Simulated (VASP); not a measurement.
# Re (a cell with a defect) in VASP: notebook

The runs below take Re (a cell with a defect) through single point, with LDA.

Everything below comes from runs of VASP 6.6.1. Logs are shortened: lines on timing, memory, paths and dates and some standing lists are left out, and cuts for length are marked.

## 1. The cell of the first run

The cell holds a defect, 13 atoms: a = 5.520 Å, b = 8.280 Å, c = 4.457 Å, α = 90.00°, β = 90.00°, γ = 120.00°.

## 2. Single point, LDA

INCAR

```
  PREC = Accurate
  ENCUT = 520
  EDIFF = 1E-6
  ISMEAR = -1
  SIGMA = 0.1
  LREAL = False
  LASPH = True
  NELM = 100
  ALGO = Normal
  ISIF = 2
  LWAVE = False
  LCHARG = False
  NBANDS = 58
```

KPOINTS

```
regular mesh
0
Gamma
  3 2 3
```

POSCAR

```
Re
1.0
    5.5200000000      0.0000000000      0.0000000000
   -4.1400000000      7.1706900000      0.0000000000
    0.0000000000      0.0000000000      4.4574000000
Re
13
Direct
    0.0700137282      0.0188638688     -0.1606920276
    0.1864097324      0.2535305286      0.4771826658
   -0.0398244003      0.3068515885      0.0136012594
    0.0910129946      0.5132682804      0.5438031276
   -0.0336628648      0.6499274088      0.0227701982
    0.1742638811      0.8453512190      0.4808947511
    0.4595764218     -0.0001331945      0.0428767578
    0.6299848319      0.1909255798      0.5304847555
    0.5007031270      0.3257175092      0.0180535279
    0.6640882239      0.5425100350      0.5449417288
    0.4292176370      0.6026964087      0.1231101819
    0.8139910061      0.9454302731      0.2809492077
    0.5472187810      0.8008083946      0.7083695658
```

Potentials or basis: VASP PAW LDA potentials, release 64 (Re).

Launch:

```sh
$ cat potpaw_LDA.64/Re/POTCAR > POTCAR
$ mpirun -np 1 vasp_std > vasp.out
```

OUTCAR:

```text
PREC = Accurate
   ENCUT = 520
   EDIFF = 1E-6
   ISMEAR = -1
   LREAL = False
   LASPH = True
   NELM = 100
   ISIF = 2

 ion  position               nearest neighbor table
   1  0.070  0.019  0.839-  12 2.32   2 2.35   6 2.40   7 2.41   9 2.59  13 2.59  12 2.78   3 2.85
                             5 2.93   8 3.01   2 3.32   6 3.38   7 3.42
   2  0.186  0.254  0.477-   1 2.35   4 2.47  12 2.50  10 2.54   9 2.55   3 2.56   8 2.75   3 2.83
                             9 2.85   8 2.86  11 2.96   1 3.32   6 3.35
   3  0.960  0.307  0.014-   2 2.56   4 2.57  11 2.57   9 2.62   7 2.66   8 2.67   4 2.79   8 2.79
                             5 2.82   2 2.83   1 2.85   9 2.91  12 2.93
   4  0.091  0.513  0.544-   2 2.47  11 2.48  10 2.49  13 2.56   6 2.57   3 2.57   8 2.61   5 2.66
                             3 2.79   5 2.82  10 3.05  11 3.05
   5  0.966  0.650  0.023-   6 2.50  10 2.57   9 2.63   4 2.66  10 2.74  11 2.81   6 2.81   4 2.82
                             7 2.82   3 2.82  11 2.83   1 2.93  13 3.13  12 3.17  13 3.43
   6  0.174  0.845  0.481-   1 2.40   7 2.43  13 2.48   5 2.50   4 2.57  12 2.66  10 2.69   8 2.71
                             5 2.81   7 2.89  12 3.32   2 3.35  11 3.37   1 3.38
   7  0.460  1.000  0.043-   1 2.41   6 2.43  13 2.44  12 2.46   8 2.57   9 2.59   3 2.66   8 2.67
                             5 2.82   6 2.89  11 3.23   1 3.42
   8  0.630  0.191  0.530-   7 2.57   4 2.61   7 2.67   3 2.67   9 2.70   6 2.71   2 2.75   9 2.79
                             3 2.79  10 2.82   2 2.86  12 2.91   1 3.01  13 3.13
   9  0.501  0.326  0.018-   2 2.55  11 2.56   1 2.59   7 2.59   3 2.62  10 2.62   5 2.63   8 2.70
                             8 2.79  10 2.82   2 2.85   3 2.91
  10  0.664  0.543  0.545-  11 2.47   4 2.49   2 2.54   5 2.57   9 2.62  13 2.63   6 2.69   5 2.74
                             9 2.82   8 2.82  11 3.04   4 3.05  12 3.23
  11  0.429  0.603  0.123-  13 2.34  10 2.47   4 2.48   9 2.56   3 2.57  12 2.65   5 2.81   5 2.83
                             2 2.96  13 2.98  10 3.04   4 3.05   7 3.23   6 3.37
  12  0.814  0.945  0.281-   1 2.32  13 2.34   7 2.46   2 2.50  11 2.65   6 2.66   1 2.78  13 2.89
                             8 2.91   3 2.93   5 3.17  10 3.23   6 3.32
  13  0.547  0.801  0.708-  11 2.34  12 2.34   7 2.44   6 2.48   4 2.56   1 2.59  10 2.63  12 2.89
                            11 2.98   8 3.13   5 3.13   5 3.43

  LATTYP: Found a simple monoclinic cell.
 ALAT       =     5.5200000000
 B/A-ratio  =     0.8075000000
 C/A-ratio  =     1.3228755945
 COS(beta)  =    -0.1889822452

  Lattice vectors:

 A1 = (   5.5200000000,   0.0000000000,   0.0000000000)
 A2 = (   0.0000000000,   0.0000000000,   4.4574000000)
 A3 = (  -1.3800000000,  -7.1706900000,   0.0000000000)

Analysis of symmetry for initial positions (statically):
=====================================================================
 Subroutine PRICEL returns:
 Original cell was already a primitive cell.
[... 169 lines left out ...]
  volume/ion in A,a.u.               =      13.57        91.59
  Fermi-wavevector in a.u.,A,eV,Ry     =   1.312889  2.481001 23.452064  1.723678
  Thomas-Fermi vector in A             =   2.443250
   LORBIT       =      0    0 simple, 1 ext, 2 COOP (PROOUT), +10 PAW based schemes
   GGA     = CA    functional components
   LHFCALC =     F    Hartree Fock is set to
   AEXX    =    0.0000 exact exchange contribution
   IVDW    =     0    specifies the selected vdW correction
   LEPSILON=     F    determine dielectric tensor
   LRPA    =     F    only Hartree local field effects (RPA)
 non-spin polarized calculation
  energy-cutoff  :      520.00
  volume of cell :      176.43
 maximum number of plane-waves:      4763
 NGX is ok and might be reduce to    42
   NGX = 21   NGY = 31   NGZ = 17

 number of electron      91.0000001 magnetization

 Free energy of the ion-electron system (eV)
  ---------------------------------------------------
  ext. energy  EPLUGINS =         0.00000000
  ---------------------------------------------------
  free energy    TOTEN  =      -171.27185363 eV

  energy without entropy =     -171.02229740  energy(sigma->0) =     -171.14707551

 E-fermi :   9.3967     XC(G=0): -14.2277

 val. band max:        9.2619456273   @ k =  -0.3333   0.5000   0.3333
 cond. band min:       9.4153620989   @ k =   0.3333   0.5000   0.3333
 fundamental gap:      0.1534164716
 Fermi energy:         9.3967152771

 k-point     1 :       0.0000    0.0000    0.0000
  band No.  band energies     occupation
      1      -1.3716      2.00000
      2       1.8648      2.00000
      3       1.9918      2.00000
      4       2.0527      2.00000
      5       2.2783      2.00000
      6       2.6940      2.00000
[... 589 lines left out ...]
     56      11.4523      0.00000
     57      11.6117      0.00000
 [bands above 57 left out]

------------------------ aborting loop because EDIFF is reached ----------------------------------------

  FORCE on cell =-STRESS in cart. coord.  units (eV):
  Direction    XX          YY          ZZ          XY          YZ          ZX
  --------------------------------------------------------------------------------------
  -------------------------------------------------------------------------------------
  Total       47.0346463     51.5042158     56.4812102      8.0254134     -7.8940003     -1.1051440
  in kB      427.1169741    467.7046930    512.9002872     72.8779854    -71.6846368    -10.0357030
  external PRESSURE =     469.2406514 kB  Pullay stress =       0.0000000 kB

 VOLUME and BASIS-vectors are now :
 -----------------------------------------------------------------------------
  energy-cutoff  :      520.00
  volume of cell :      176.43
      direct lattice vectors                 reciprocal lattice vectors
     5.520000000  0.000000000  0.000000000     0.181159420  0.104592445  0.000000000
    -4.140000000  7.170690000  0.000000000     0.000000000  0.139456593  0.000000000
     0.000000000  0.000000000  4.457400000     0.000000000  0.000000000  0.224346031

 POSITION                                       TOTAL-FORCE (eV/Angst)
 -----------------------------------------------------------------------------------
      0.30838      0.13527      3.74113        -0.014974      0.043803      0.050058
     -0.02063      1.81799      2.12699        -0.008641     -0.114819      0.082382
      4.02980      2.20034      0.06063         0.001757      0.045452     -0.011889
     -1.62254      3.68049      2.42395        -0.014220     -0.033195     -0.054802
      2.64348      4.66043      0.10150        -0.068013     -0.014563      0.006660
     -2.53782      6.06175      2.14354         0.066259      0.056341     -0.054190
     -1.60259      7.16973      0.19112        -0.061216     -0.024301      0.091783
      2.68708      1.36907      2.36458        -0.005080      0.001515      0.012497
      1.41541      2.33562      0.08047         0.008197     -0.009921      0.012211
      1.41978      3.89017      2.42902         0.034798     -0.046655      0.009966
     -0.12588      4.32175      0.54875         0.017030      0.072041     -0.120409
      0.57915      6.77939      1.25230        -0.000643      0.005509     -0.065147
     -0.29470      5.74235      3.15749         0.044745      0.018793      0.040880
 -----------------------------------------------------------------------------------
    total drift:                                0.000115      0.000010      0.000174

  FREE ENERGIE OF THE ION-ELECTRON SYSTEM (eV)
  ---------------------------------------------------
  free  energy   TOTEN  =      -171.2718536295 eV

  energy  without entropy=     -171.0222973976  energy(sigma->0) =     -171.14707551
```

It took 2.8 min on 1 thread of AMD EPYC 7R13 (Zen 3), shared host; peak memory 0.23 GiB.

Results:

```yaml
Free_energy: -171.2719 eV
Pressure: 46.9 GPa
Largest_force: 0.142 eV/Å
Band_gap_on_the_k_mesh: zero (an odd number of electrons rules out a gap without spin polarisation)
```

Forces on the atoms (eV/Å):
```
Re  -0.015  0.044  0.050
Re  -0.009 -0.115  0.082
Re   0.002  0.045 -0.012
Re  -0.014 -0.033 -0.055
Re  -0.068 -0.015  0.007
Re   0.066  0.056 -0.054
Re  -0.061 -0.024  0.092
Re  -0.005  0.002  0.012
Re   0.008 -0.010  0.012
Re   0.035 -0.047  0.010
Re   0.017  0.072 -0.120
Re  -0.001  0.006 -0.065
Re   0.045  0.019  0.041
```

Levels at points of the mesh, in eV from the Fermi level:
```tsv
k point	band 42	band 43	band 44	band 45	band 46	band 47	band 48	band 49
(0.00, 0.00, 0.00)	-0.89	-0.66	-0.55	-0.39	-0.32	0.08	0.49	0.71
(0.00, 0.50, 0.00)	-0.93	-0.75	-0.61	-0.42	-0.27	0.17	0.31	0.54
```

Caveat: the k points lie up to 0.47 Å⁻¹ apart, too coarse for converged energies and pressures of a metal; spin-orbit coupling is left out, which moves the levels of the heavy elements.

## 3. Single point, LDA

INCAR

```
PREC     = Accurate       # precision mode
ENCUT    = 520            # plane-wave cutoff, eV
EDIFF    = 1E-6           # SCF threshold, eV
ISMEAR   = -1             # smearing method
SIGMA    = 0.1            # smearing width, eV
LREAL    = F              # projectors in reciprocal space
LASPH    = T              # aspherical terms in the spheres
NELM     = 60             # most SCF steps
ALGO     = Normal         # electronic algorithm
ISIF     = 2              # what is computed and relaxed
LWAVE    = F              # write WAVECAR
LCHARG   = F              # write CHGCAR
GGA      = CA             # functional
NBANDS   = 58             # bands
```

KPOINTS

```
Automatic mesh
0
Gamma
  3 2 3
```

POSCAR

```
Re
1.0
    5.5200000000      0.0000000000      0.0000000000
   -4.1400000000      7.1706900000      0.0000000000
    0.0000000000      0.0000000000      4.4574000000
Re
13
Direct
    0.0950769922      0.0947886466     -0.1663301476
    0.2898809673      0.2839475699      0.3886570647
   -0.0007141112      0.3340961609      0.0345492888
    0.1396882296      0.5367823738      0.5585543142
    0.0169571081      0.6514017479      0.0889756360
    0.1361583828      0.8681870224      0.5324404361
    0.4497395195      0.0340971371      0.0778032037
    0.6846881377      0.2114440870      0.5096244447
    0.5815987410      0.3572041184     -0.0590254408
    0.6573599788      0.6051997785      0.5837035043
    0.4924262283      0.6366890773      0.1030645668
    0.8265376037      0.9501177711      0.2636065868
    0.5543410070      0.8590247243      0.7018441244
```

Potentials or basis: VASP PAW LDA potentials, release 64 (Re).

Launch:

```sh
$ cat potpaw_LDA.64/Re/POTCAR > POTCAR
$ mpirun -np 1 vasp_std > vasp.out
```

Wall time 5 min (1 thread of AMD EPYC 7R13 (Zen 3), shared host); peak memory 0.23 GiB.

It converged, with:

```
Free energy            : -169.1958 eV
Pressure               : 53.8 GPa
Largest force          : 3.414 eV/Å
Band gap on the k mesh : zero (an odd number of electrons rules out a gap without spin polarisation)
```

Forces in eV/Å, atoms in the order of the input:
```
Re  -0.974 -0.566 -1.584
Re  -0.076 -0.556  1.672
Re  -0.227 -0.408 -0.521
Re  -1.100 -0.023  0.239
Re  -1.131  2.634 -1.853
Re   2.432  0.378  1.486
Re  -0.678 -2.638 -0.981
Re   2.082 -0.002  1.773
Re  -0.753  1.918  0.238
Re   3.040 -0.791  0.239
Re  -1.335 -1.839 -1.483
Re  -0.083  0.912 -0.321
Re  -1.197  0.981  1.097
```

Stress tensor (GPa, compression positive):
```
49.18  2.18  1.75
 2.18 54.15 -0.67
 1.75 -0.67 58.08
```

Levels at points of the mesh, in eV from the Fermi level:
```
           k point  band 44  band 45  band 46  band 47  band 48  band 49
(0.00, 0.00, 0.00)    -0.19     0.04     0.19     0.30     0.43     0.65
(0.00, 0.50, 0.00)    -0.29    -0.14    -0.01     0.52     0.53     0.79
```

Caveat: the k points lie up to 0.47 Å⁻¹ apart, too coarse for converged energies and pressures of a metal; the atoms stand as in a frame of molecular dynamics; spin-orbit coupling is left out, which moves the levels of the heavy elements.

## 4. Single point, LDA

INCAR

```
ALGO = Normal
EDIFF = 1E-7
ENCUT = 520
ISIF = 2
ISMEAR = -1
LASPH = True
LCHARG = True
LELF = True
LREAL = False
LVHAR = True
LWAVE = False
NBANDS = 58
NELM = 100
PREC = Accurate
SIGMA = 0.1
```

KPOINTS

```
k-points
0
Gamma
  3 2 3
```

POSCAR

```
Re
1.0
    5.5200000000      0.0000000000      0.0000000000
   -4.1400000000      7.1706900000      0.0000000000
    0.0000000000      0.0000000000      4.4574000000
Re
13
Direct
    0.0258106714      0.0545833107     -0.0554807735
    0.3033753868      0.2302009988      0.4870776686
   -0.0079413165      0.3184212398      0.0998788531
    0.1225341210      0.5322918715      0.6195315655
    0.0342231612      0.6717903019      0.1235024902
    0.1860477581      0.8760105373      0.6009108449
    0.4464478950      0.0590319760      0.1356844797
    0.7493954261      0.2100634667      0.5953021941
    0.5867058561      0.3644000787     -0.0327545206
    0.6917419065      0.6126607063      0.6202943420
    0.4515186211      0.5819523644      0.1630995648
    0.7991636204      0.9348751654      0.3982815094
    0.5595823498      0.8695397514      0.8703055593
```

Launch:

```sh
$ cat potpaw_LDA.64/Re/POTCAR > POTCAR
$ mpirun -np 1 vasp_std > vasp.out
```

It took 3.1 min on 1 thread of AMD EPYC 7R13 (Zen 3), shared host; peak memory 0.23 GiB.

It converged, with:

- Free energy: -168.9282 eV
- Pressure: 56.9 GPa
- Largest force: 6.645 eV/Å
- Band gap on the k mesh: zero (an odd number of electrons rules out a gap without spin polarisation)

Forces in eV/Å, atoms in the order of the input:
```
Re   3.810  2.567 -1.527
Re  -2.427  2.333 -1.047
Re   0.490  0.995  1.443
Re   1.168  1.250 -0.053
Re  -0.620  0.550  0.221
Re   0.199  0.795 -0.670
Re   0.288 -1.892  1.379
Re   0.480 -1.661  0.099
Re  -1.182  0.392  1.025
Re  -0.479  0.696  0.254
Re  -0.623  2.064 -0.555
Re  -0.805 -1.533  0.473
Re  -0.298 -6.556 -1.043
```

Stress tensor (GPa, compression positive):
```
49.64  1.26 -0.32
 1.26 55.60  0.28
-0.32  0.28 65.51
```

Levels at points of the mesh, in eV from the Fermi level:
| k point | band 42 | band 43 | band 44 | band 45 | band 46 | band 47 | band 48 | band 49 | band 50 | band 51 |
| --- | --- | --- | --- | --- | --- | --- | --- | --- | --- | --- |
| (0.00, 0.00, 0.00) | -0.78 | -0.56 | -0.49 | -0.26 | -0.15 | 0.05 | 0.47 | 0.68 | 1.07 | 1.20 |
| (0.00, 0.50, 0.00) | -1.07 | -0.65 | -0.57 | -0.18 | 0.01 | 0.09 | 0.38 | 0.75 | 0.85 | 1.05 |

Caveat: the k points lie up to 0.47 Å⁻¹ apart, too coarse for converged energies and pressures of a metal; the atoms stand as in a frame of molecular dynamics; spin-orbit coupling is left out, which moves the levels of the heavy elements.

## 5. Single point, LDA

INCAR

```
SYSTEM = Re
  PREC = Accurate
  ENCUT = 520
  EDIFF = 1E-7
  ISMEAR = -1
  SIGMA = 0.1
  LREAL = .False.
  LASPH = .True.
  NELM = 60
  ALGO = Normal
  ISIF = 2
  LWAVE = .False.
  LCHARG = .False.
  NBANDS = 58
```

KPOINTS

```
regular mesh
0
Gamma
  3 2 3
  0 0 0
```

POSCAR

```
Re
1.0
    5.5200000000      0.0000000000      0.0000000000
   -4.1400000000      7.1706900000      0.0000000000
    0.0000000000      0.0000000000      4.4574000000
Re
13
Direct
    0.0675276210      0.1025005962     -0.0608650783
    0.3394708927      0.2619273738      0.4809978911
   -0.0145642666      0.3281413644      0.2300668551
    0.1094484391      0.4575013004      0.7392874770
    0.0371113561      0.6556412284      0.1996006641
    0.1832084048      0.8571281146      0.6740700857
    0.4363954773     -0.0002649675      0.1621124422
    0.6825699876      0.1298759255      0.6241979629
    0.5721199078      0.3082130172      0.0116884282
    0.7535969924      0.5792887435      0.6930946292
    0.4849700392      0.5925929025      0.2542064881
    0.8441095671      0.9328948818      0.3546462063
    0.5422450760      0.7773171062      0.8301924889
```

Launch:

```sh
$ cat potpaw_LDA.64/Re/POTCAR > POTCAR
$ mpirun -np 1 vasp_std > vasp.out
```

Wall time 4 min (1 thread of AMD EPYC 7R13 (Zen 3), shared host); peak memory 0.23 GiB.

It converged, with:

| Item | Value |
| --- | --- |
| Free energy | -168.7360 eV |
| Pressure | 54.0 GPa |
| Largest force | 4.139 eV/Å |
| Band gap on the k mesh | zero (an odd number of electrons rules out a gap without spin polarisation) |

Forces in eV/Å, atoms in the order of the input:
```
Re  -0.820 -0.805 -2.580
Re   0.293 -1.698  0.471
Re  -0.122 -1.916  0.407
Re   1.399  2.765 -0.638
Re  -0.079 -0.509 -0.724
Re  -1.260  1.635 -0.193
Re   0.014 -1.674  0.526
Re   0.888 -0.636  2.194
Re  -0.488  4.109  0.092
Re  -2.119 -1.303 -0.286
Re   0.824 -0.733  0.356
Re   1.052 -1.389  1.674
Re   0.417  2.155 -1.300
```

Stress tensor (GPa, compression positive):
```
43.88  6.79  2.41
 6.79 53.80 -8.38
 2.41 -8.38 64.40
```

Levels at points of the mesh, in eV from the Fermi level:
| k point | band 41 | band 42 | band 43 | band 44 | band 45 | band 46 | band 47 | band 48 | band 49 | band 50 |
| --- | --- | --- | --- | --- | --- | --- | --- | --- | --- | --- |
| (0.00, 0.00, 0.00) | -1.05 | -0.95 | -0.69 | -0.53 | -0.49 | -0.32 | 0.02 | 0.15 | 0.52 | 0.68 |
| (0.00, 0.50, 0.00) | -1.22 | -1.03 | -0.94 | -0.85 | -0.62 | -0.24 | 0.10 | 0.43 | 0.55 | 0.77 |

Caveat: the k points lie up to 0.47 Å⁻¹ apart, too coarse for converged energies and pressures of a metal; the atoms stand as in a frame of molecular dynamics; spin-orbit coupling is left out, which moves the levels of the heavy elements.

## 6. Overview

| cell | gap on the mesh (eV) | pressure (GPa) | largest force (eV/Å) |
| --- | --- | --- | --- |
| as given, atomic positions A | none | 46.9 | 0.14 |
| as given, atomic positions B | none | 53.8 | 3.41 |
| as given, atomic positions C | none | 56.9 | 6.65 |
| as given, atomic positions D | none | 54.0 | 4.14 |

Alike in all rows: task single point; level LDA; potentials or basis VASP PAW LDA potentials, release 64 (Re); no spin polarisation; k mesh 3 × 2 × 3; cutoff (eV) 520; smearing fermi-dirac 0.1 eV.

Caveats: all runs use coarse meshes; spin-orbit coupling is left out, which moves the levels of the heavy elements; the atoms stand as in a frame of molecular dynamics (at least some runs).

Total energies depend on the potentials used, so only differences within one code and one set of settings carry meaning.
